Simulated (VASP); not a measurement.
A run of VASP 6.6.1 is set up as follows.

The input POSCAR:

```
CdTe
1.0
    0.0000000000      3.3598440395      3.2778966239
    3.2778966239      0.0000000000      3.2778966239
    3.2778966239      3.3598440395      0.0000000000
Cd Te
1 1
Direct
    0.0000000000      0.0000000000      0.0000000000
    0.7500000000      0.7500000000      0.7500000000
```

The input INCAR.step1:

```
SYSTEM = CdTe
PREC = Accurate
ENCUT = 520
ISMEAR = 0
SIGMA = 0.05
LREAL = .False.
LASPH = .True.
NELM = 60
NBANDS = 16
GGA = PE
ALGO = Normal
EDIFF = 1E-4
LWAVE = .True.
LCHARG = .False.
```

INCAR.step2

```
SYSTEM = CdTe
PREC = Accurate
ENCUT = 520
EDIFF = 1E-6
ISMEAR = 0
SIGMA = 0.05
LREAL = .False.
LASPH = .True.
NELM = 60
ALGO = Normal
ISIF = 2
LWAVE = .False.
LCHARG = .False.
METAGGA = R2SCAN
LMIXTAU = .True.
NBANDS = 16
ISTART = 1
```

The input KPOINTS:

```
regular mesh
0
Gamma
  8 8 8
  0 0 0
```

Potentials or basis: VASP PAW PBE potentials, release 64 (Cd, Te).

Run with:

```console
$ cat potpaw_PBE.64/Cd/POTCAR potpaw_PBE.64/Te/POTCAR > POTCAR
$ cp INCAR.step1 INCAR
$ mpirun -np 1 vasp_std > vasp.out
$ cp INCAR.step2 INCAR
$ mpirun -np 1 vasp_std > vasp.out
```

Problem. Estimate the pressure.

Solution. -0.8 GPa.

Problem. Predict the band gap on the k mesh.

Solution. 1.05 eV.

Stress tensor (GPa, compression positive):
```
-0.66  0.00  0.00
 0.00 -1.12  0.00
 0.00  0.00 -0.66
```

Caveat: the cell differs from its parent crystal (strain +0.0250 x Voigt [0, 1, 0, 0, 0, 0]); the PAW data sets were made with another functional, which shifts forces and pressure a little; spin-orbit coupling is left out, which moves the levels of the heavy elements.
